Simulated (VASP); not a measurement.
Input of a VASP 6.6.1 run:

File INCAR:

```
ALGO = Fast
EDIFF = 1E-6
ENCUT = 520
GGA = PS
ISIF = 2
ISMEAR = 0
ISPIN = 2
LASPH = T
LCHARG = F
LMAXMIX = 4
LORBIT = 11
LREAL = F
LWAVE = F
MAGMOM = 0.5
NBANDS = 16
NELM = 150
PREC = Accurate
SIGMA = 0.05
```

KPOINTS

```
k-points
0
Gamma
  1 1 28
```

The input POSCAR:

```
Cu
1.0
    9.0000000000      0.0000000000      0.0000000000
    0.0000000000      9.3000000000      0.0000000000
    0.0000000000      0.0000000000      2.2538030581
Cu
1
Direct
    0.5000000000      0.5000000000      0.0000000000
```

Potentials or basis: VASP PAW PBE potentials, release 64 (Cu).

The run is started by

```bash
$ cat potpaw_PBE.64/Cu/POTCAR > POTCAR
$ mpirun -np 1 vasp_std > vasp.out
```

**Question.** Estimate the net moment.

**Answer.** -0.07 μB per cell.

**Question.** What does it give for the site moments?

**Answer.** Cu -0.07 μB.
